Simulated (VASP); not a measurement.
# BiW3 (Pm-3m) in VASP: settings compared

The runs below take BiW3 through single point, relaxation of cell and atoms, with PBE, PBE+D4.

All numbers are computed with VASP 6.6.1; they aren't measurements. Logs are shortened: lines on timing, memory, paths and dates and some standing lists are left out, and cuts for length are marked.

## (1) The cell of the first run

It takes space group Pm-3m (No. 221, cubic). The conventional cell has a = 4.165 Å, b = 4.165 Å, c = 4.165 Å, α = 90.00°, β = 90.00°, γ = 90.00°. Bi (site symmetry m-3m) has 12 W at 2.94 Å within 3.9 Å. W (site symmetry 4/mmm) has 4 Bi at 2.94 Å and 8 W at 2.94 Å within 3.9 Å.

## (2) Single point, PBE

Contents of INCAR:

```
SYSTEM = BiW3
PREC = Accurate
ENCUT = 520
EDIFF = 1E-6
ISMEAR = 0
SIGMA = 0.1
LREAL = .FALSE.
LASPH = .TRUE.
NELM = 60
ALGO = Normal
ISIF = 2
LWAVE = .FALSE.
LCHARG = .TRUE.
GGA = PE
LELF = .TRUE.
LVHAR = .TRUE.
NBANDS = 36
```

Contents of KPOINTS:

```
Automatic mesh
0
G
  4 4 4
  0 0 0
```

Contents of POSCAR:

```
BiW3
1.0
    4.1645845864      0.0000000000      0.0000000000
    0.0000000000      4.1645845864      0.0000000000
    0.0000000000      0.0000000000      4.1645845864
Bi W
1 3
Direct
    0.0000000000      0.0000000000      0.0000000000
    0.0000000000      0.5000000000      0.5000000000
    0.5000000000      0.0000000000      0.5000000000
    0.5000000000      0.5000000000      0.0000000000
```

Potentials or basis: VASP PAW PBE potentials, release 64 (Bi_d, W_sv).

Run with:

```sh
cat potpaw_PBE.64/Bi_d/POTCAR potpaw_PBE.64/W_sv/POTCAR > POTCAR
mpirun -np 1 vasp_std > vasp.out
```

OUTCAR:

```text
SYSTEM = BiW3
   PREC = Accurate
   ENCUT = 520
   EDIFF = 1E-6
   ISMEAR = 0
   LREAL = .FALSE.
   LASPH = .TRUE.
   NELM = 60
   ISIF = 2
   GGA = PE

 ion  position               nearest neighbor table
   1  0.000  0.000  0.000-   2 2.94   3 2.94   4 2.94   2 2.94   3 2.94   2 2.94   4 2.94   2 2.94
                             3 2.94   4 2.94   3 2.94   4 2.94
   2  0.000  0.500  0.500-   1 2.94   3 2.94   4 2.94   1 2.94   4 2.94   1 2.94   3 2.94   1 2.94
                             3 2.94   4 2.94   4 2.94   3 2.94
   3  0.500  0.000  0.500-   1 2.94   2 2.94   4 2.94   1 2.94   4 2.94   2 2.94   4 2.94   4 2.94
                             1 2.94   2 2.94   1 2.94   2 2.94
   4  0.500  0.500  0.000-   1 2.94   2 2.94   3 2.94   2 2.94   3 2.94   1 2.94   3 2.94   3 2.94
                             1 2.94   2 2.94   2 2.94   1 2.94

  LATTYP: Found a simple cubic cell.
 ALAT       =     4.1645845864

  Lattice vectors:

 A1 = (   4.1645845864,   0.0000000000,   0.0000000000)
 A2 = (   0.0000000000,   4.1645845864,   0.0000000000)
 A3 = (   0.0000000000,   0.0000000000,   4.1645845864)

Analysis of symmetry for initial positions (statically):
=====================================================================
 Subroutine PRICEL returns:
 Original cell was already a primitive cell.

 Routine SETGRP: Setting up the symmetry group for a
 simple cubic supercell.

 Subroutine GETGRP returns: Found 48 space group operations
 (whereof 48 operations were pure point group operations)
 out of a pool of 48 trial point group operations.

The static configuration has the point symmetry O_h .

Analysis of symmetry for dynamics (positions and initial velocities):
=====================================================================
 Subroutine PRICEL returns:
 Original cell was already a primitive cell.

 Routine SETGRP: Setting up the symmetry group for a
 simple cubic supercell.

 Subroutine GETGRP returns: Found 48 space group operations
 (whereof 48 operations were pure point group operations)
 out of a pool of 48 trial point group operations.

The dynamic configuration has the point symmetry O_h .

 Subroutine INISYM returns: Found 48 space group operations
 (whereof 48 operations are pure point group operations),
 and found     1 'primitive' translations

----------------------------------------------------------------------------------------

                                     Primitive cell

  volume of cell :      72.2296

  direct lattice vectors                    reciprocal lattice vectors
     4.164584586  0.000000000  0.000000000     0.240119988  0.000000000  0.000000000
     0.000000000  4.164584586  0.000000000     0.000000000  0.240119988  0.000000000
     0.000000000  0.000000000  4.164584586     0.000000000  0.000000000  0.240119988

  length of vectors
     4.164584586  4.164584586  4.164584586     0.240119988  0.240119988  0.240119988

  position of ions in fractional coordinates (direct lattice)
     0.000000000  0.000000000  0.000000000
     0.000000000  0.500000000  0.500000000
     0.500000000  0.000000000  0.500000000
     0.500000000  0.500000000  0.000000000

  ion indices of the primitive-cell ions
   primitive index   ion index
                 1           1
                 2           2
                 3           3
                 4           4

----------------------------------------------------------------------------------------

 KPOINTS: Automatic mesh

Automatic generation of k-mesh.
 Grid dimensions read from file:
 generate k-points for:    4    4    4

 Generating k-lattice:

  Cartesian coordinates                     Fractional coordinates (reciprocal lattice)
     0.060029997  0.000000000  0.000000000     0.250000000  0.000000000  0.000000000
     0.000000000  0.060029997  0.000000000     0.000000000  0.250000000  0.000000000
     0.000000000  0.000000000  0.060029997     0.000000000  0.000000000  0.250000000

  Length of vectors
     0.060029997  0.060029997  0.060029997

  Shift w.r.t. Gamma in fractional coordinates (k-lattice)
     0.000000000  0.000000000  0.000000000

 Subroutine IBZKPT returns following result:
 ===========================================

 Found     10 irreducible k-points:

 Following reciprocal coordinates:
            Coordinates               Weight
  0.000000  0.000000  0.000000      1.000000
  0.250000  0.000000  0.000000      6.000000
  0.500000  0.000000  0.000000      3.000000
  0.250000  0.250000  0.000000     12.000000
  0.500000  0.250000  0.000000     12.000000
  0.500000  0.500000  0.000000      3.000000
  0.250000  0.250000  0.250000      8.000000
  0.500000  0.250000  0.250000     12.000000
  0.500000  0.500000  0.250000      6.000000
  0.500000  0.500000  0.500000      1.000000
   k-points           NKPTS =     10   k-points in BZ     NKDIM =     10   number of bands    NBANDS=     36
   number of dos      NEDOS =    301   number of ions     NIONS =      4
   total plane-waves  NPLWV =  32768
   dimension x,y,z NGX =    32 NGY =   32 NGZ =   32
   dimension x,y,z NGXF=    64 NGYF=   64 NGZF=   64
   ions per type =               1   3
   NGX,Y,Z   is equivalent  to a cutoff of  12.77, 12.77, 12.77 a.u.
   NGXF,Y,Z  is equivalent  to a cutoff of  25.55, 25.55, 25.55 a.u.
 SYSTEM =  BiW3
   PREC   = accura    normal or accurate (medium, high low for compatibility)
   ISTART =      0    job   : 0-new  1-cont  2-samecut
   ICHARG =      2    charge: 1-file 2-atom 10-const
   ISPIN  =      1    spin polarized calculation?
   LNONCOLLINEAR =      F non collinear calculations
   LSORBIT =      F    spin-orbit coupling
   LASPH  =      T    aspherical Exc in radial PAW
   ENCUT  =  520.0 eV  38.22 Ry    6.18 a.u.   7.74  7.74  7.74*2*pi/ulx,y,z
   NELM   =     60;   NELMIN=  2; NELMDL= -5     # of ELM steps
   EDIFF  = 0.1E-05   stopping-criterion for ELM
   LREAL  =      F    real-space projection
   EDIFFG = 0.1E-04   stopping-criterion for IOM
   NSW    =      0    number of steps for IOM
   IBRION =     -1    ionic relax: 0-MD 1-quasi-New 2-CG
   NFREE  =      0    steps in history (QN), initial steepest desc. (CG)
   ISIF   =      2    stress and relaxation
   ISYM   =      2    0-nonsym 1-usesym 2-fastsym
   POTIM  = 0.5000    time-step for ionic-motion
   TEBEG  =    0.0;   TEEND  =   0.0 temperature during run
   PSTRESS=    0.0 pullay stress
   NELECT =      57.0000    total number of electrons
   NUPDOWN=      -1.0000    fix difference up-down
   EMIN   =  10.00;   EMAX   =-10.00  energy-range for DOS
   EFERMI =   0.00;   METHOD = LEGACY
   ISMEAR =     0;   SIGMA  =   0.10  broadening in eV -4-tet -1-fermi 0-gaus
   EFERMI_NEDOS =   21; number of points for ismear=-14 and -15
   IALGO  =     38    algorithm
   IMIX   =      4    mixing-type and parameters
     AMIX     =   0.40;   BMIX     =  1.00
     AMIX_MAG =   1.60;   BMIX_MAG =  1.00
  volume/ion in A,a.u.               =      18.06       121.86
  Fermi-wavevector in a.u.,A,eV,Ry     =   1.512846  2.858865 31.139701  2.288703
  Thomas-Fermi vector in A             =   2.622716
   LORBIT       =      0    0 simple, 1 ext, 2 COOP (PROOUT), +10 PAW based schemes
   GGA     = PE    functional components
   LHFCALC =     F    Hartree Fock is set to
   AEXX    =    0.0000 exact exchange contribution
   IVDW    =     0    specifies the selected vdW correction
   LEPSILON=     F    determine dielectric tensor
   LRPA    =     F    only Hartree local field effects (RPA)
 non-spin polarized calculation
 Gauss-broadening in eV      SIGMA  =   0.10
  energy-cutoff  :      520.00
  volume of cell :       72.23
 maximum number of plane-waves:      1956
 NGX is ok and might be reduce to    32
   NGX = 15   NGY = 15   NGZ = 15

 number of electron      56.9999998 magnetization

 Free energy of the ion-electron system (eV)
  ---------------------------------------------------
  ext. energy  EPLUGINS =         0.00000000
  ---------------------------------------------------
  free energy    TOTEN  =       -38.27229801 eV

  energy without entropy =      -38.25295651  energy(sigma->0) =      -38.26262726

 E-fermi :  11.7630     XC(G=0): -12.9550

 val. band max:       11.7242106089   @ k =   0.5000   0.2500   0.2500
 cond. band min:      11.8126728826   @ k =   0.5000   0.0000   0.0000
 fundamental gap:      0.0884622737
 Fermi energy:        11.7629511970

 k-point     1 :       0.0000    0.0000    0.0000
  band No.  band energies     occupation
      1     -62.7145      2.00000
      2     -62.6450      2.00000
      3     -62.6450      2.00000
      4     -27.1782      2.00000
      5     -27.1782      2.00000
      6     -27.1782      2.00000
[... 28 lines left out ...]
     35      16.0307      0.00000
     36      16.0307      0.00000

 k-point     2 :       0.2500    0.0000    0.0000
  band No.  band energies     occupation
      1     -62.7056      2.00000
      2     -62.6539      2.00000
      3     -62.6450      2.00000
      4     -27.1347      2.00000
      5     -27.1347      2.00000
      6     -27.1139      2.00000
[... 28 lines left out ...]
     35      14.7961      0.00000
     36      14.7961      0.00000

 k-point     3 :       0.5000    0.0000    0.0000
  band No.  band energies     occupation
      1     -62.6911      2.00000
      2     -62.6681      2.00000
      3     -62.6450      2.00000
      4     -27.0729      2.00000
      5     -27.0729      2.00000
      6     -27.0134      2.00000
[... 28 lines left out ...]
     35      15.9867      0.00000
     36      15.9941      0.00000

 k-point     4 :       0.2500    0.2500    0.0000
  band No.  band energies     occupation
      1     -62.6977      2.00000
      2     -62.6566      2.00000
      3     -62.6500      2.00000
      4     -27.1629      2.00000
      5     -27.0901      2.00000
      6     -27.0312      2.00000
[... 28 lines left out ...]
     35      14.6738      0.00000
     36      15.4480      0.00000

 k-point     5 :       0.5000    0.2500    0.0000
  band No.  band energies     occupation
      1     -62.6844      2.00000
      2     -62.6681      2.00000
      3     -62.6517      2.00000
      4     -27.1384      2.00000
      5     -27.0542      2.00000
      6     -27.0236      2.00000
[... 28 lines left out ...]
     35      14.1775      0.00000
     36      15.9445      0.00000

 k-point     6 :       0.5000    0.5000    0.0000
  band No.  band energies     occupation
      1     -62.6681      2.00000
      2     -62.6681      2.00000
      3     -62.6681      2.00000
      4     -27.2090      2.00000
      5     -27.0039      2.00000
      6     -26.9588      2.00000
[... 28 lines left out ...]
     35      15.0294      0.00000
     36      16.0472      0.00000

 k-point     7 :       0.2500    0.2500    0.2500
  band No.  band energies     occupation
      1     -62.6912      2.00000
      2     -62.6565      2.00000
      3     -62.6565      2.00000
      4     -27.1993      2.00000
      5     -27.0839      2.00000
      6     -27.0839      2.00000
[... 28 lines left out ...]
     35      14.6721      0.00000
     36      15.1778      0.00000

 k-point     8 :       0.5000    0.2500    0.2500
  band No.  band energies     occupation
      1     -62.6796      2.00000
      2     -62.6680      2.00000
      3     -62.6564      2.00000
      4     -27.1525      2.00000
      5     -27.1469      2.00000
      6     -27.1191      2.00000
[... 28 lines left out ...]
     35      14.8858      0.00000
     36      14.8916      0.00000

 k-point     9 :       0.5000    0.5000    0.2500
  band No.  band energies     occupation
      1     -62.6680      2.00000
      2     -62.6680      2.00000
      3     -62.6680      2.00000
      4     -27.2061      2.00000
      5     -27.1476      2.00000
      6     -27.1307      2.00000
[... 28 lines left out ...]
     35      14.3142      0.00000
     36      15.3531      0.00000

 k-point    10 :       0.5000    0.5000    0.5000
  band No.  band energies     occupation
      1     -62.6679      2.00000
      2     -62.6679      2.00000
      3     -62.6679      2.00000
      4     -27.2366      2.00000
      5     -27.2032      2.00000
      6     -27.2032      2.00000
[... 28 lines left out ...]
     35      15.3247      0.00000
     36      15.3247      0.00000

------------------------ aborting loop because EDIFF is reached ----------------------------------------

  FORCE on cell =-STRESS in cart. coord.  units (eV):
  Direction    XX          YY          ZZ          XY          YZ          ZX
  --------------------------------------------------------------------------------------
  -------------------------------------------------------------------------------------
  Total        0.0722293      0.0722293      0.0722293     -0.0000000      0.0000000     -0.0000000
  in kB        1.6021722      1.6021722      1.6021722     -0.0000000      0.0000000     -0.0000000
  external PRESSURE =       1.6021722 kB  Pullay stress =       0.0000000 kB

 VOLUME and BASIS-vectors are now :
 -----------------------------------------------------------------------------
  energy-cutoff  :      520.00
  volume of cell :       72.23
      direct lattice vectors                 reciprocal lattice vectors
     4.164584586  0.000000000  0.000000000     0.240119988  0.000000000  0.000000000
     0.000000000  4.164584586  0.000000000     0.000000000  0.240119988  0.000000000
     0.000000000  0.000000000  4.164584586     0.000000000  0.000000000  0.240119988

 POSITION                                       TOTAL-FORCE (eV/Angst)
 -----------------------------------------------------------------------------------
      0.00000      0.00000      0.00000         0.000000      0.000000      0.000000
      0.00000      2.08229      2.08229         0.000000      0.000000      0.000000
      2.08229      0.00000      2.08229         0.000000      0.000000      0.000000
      2.08229      2.08229      0.00000         0.000000      0.000000      0.000000
 -----------------------------------------------------------------------------------
    total drift:                                0.000000     -0.000000     -0.000000

  FREE ENERGIE OF THE ION-ELECTRON SYSTEM (eV)
  ---------------------------------------------------
  free  energy   TOTEN  =       -38.2722980143 eV

  energy  without entropy=      -38.2529565143  energy(sigma->0) =      -38.26262726
```

Wall time 33 s (1 thread of Oxide Virtual Turin-like, shared host); peak memory 0.15 GiB.

What came out:

| Item | Value |
| --- | --- |
| Free energy | -38.2723 eV |
| Pressure | 0.2 GPa |
| Band gap on the k mesh | zero (an odd number of electrons rules out a gap without spin polarisation) |

Caveat: the k points lie up to 0.38 Å⁻¹ apart, too coarse for converged energies and pressures of a metal; spin-orbit coupling is left out, which moves the levels of the heavy elements.

(Continued in part 2 of 2.)

The gap in the log of VASP goes by the Fermi energy; the results here count the filled bands.